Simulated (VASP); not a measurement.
A run of VASP 6.6.1:

File INCAR:

```
SYSTEM = Mo
ALGO     = Fast           ! electronic algorithm
EDIFF    = 1E-6           ! SCF threshold, eV
ENCUT    = 520            ! plane-wave cutoff, eV
GGA      = PE             ! functional
ISIF     = 2              ! what is computed and relaxed
ISMEAR   = 0              ! smearing method
LASPH    = .TRUE.         ! aspherical terms in the spheres
LCHARG   = .TRUE.         ! write CHGCAR
LELF     = .TRUE.         ! ELF
LREAL    = .FALSE.        ! projectors in reciprocal space
LVHAR    = .TRUE.       
LWAVE    = .FALSE.        ! write WAVECAR
NBANDS   = 13             ! bands
NELM     = 80             ! most SCF steps
PREC     = Accurate       ! precision mode
SIGMA    = 0.15           ! smearing width, eV
```

File KPOINTS:

```
k-points
0
G
  20 20 20
  0 0 0
```

Contents of POSCAR:

```
Mo
1.0
   -1.3721961392      1.8462663203      1.5222393515
    1.3721961392     -1.8462663203      1.5222393515
    1.3721961392      1.8462663203     -1.5222393515
Mo
1
Direct
    0.0000000000      0.0000000000      0.0000000000
```

Potentials or basis: VASP PAW PBE potentials, release 64 (Mo_sv).

Command:

```sh
$ cat potpaw_PBE.64/Mo_sv/POTCAR > POTCAR
$ mpirun -np 1 vasp_std > vasp.out
```

Hardware: 1 thread of AMD EPYC 7R43 64-Core Processor (Zen 3) (shared host).

Problem. How long does it take, and how much memory?

Solution. Wall time 6.5 min on 1 thread of AMD EPYC 7R43 64-Core Processor (Zen 3), with other jobs on the host, peak memory 0.28 GiB. Counts: scf iterations 13, k points 1166.
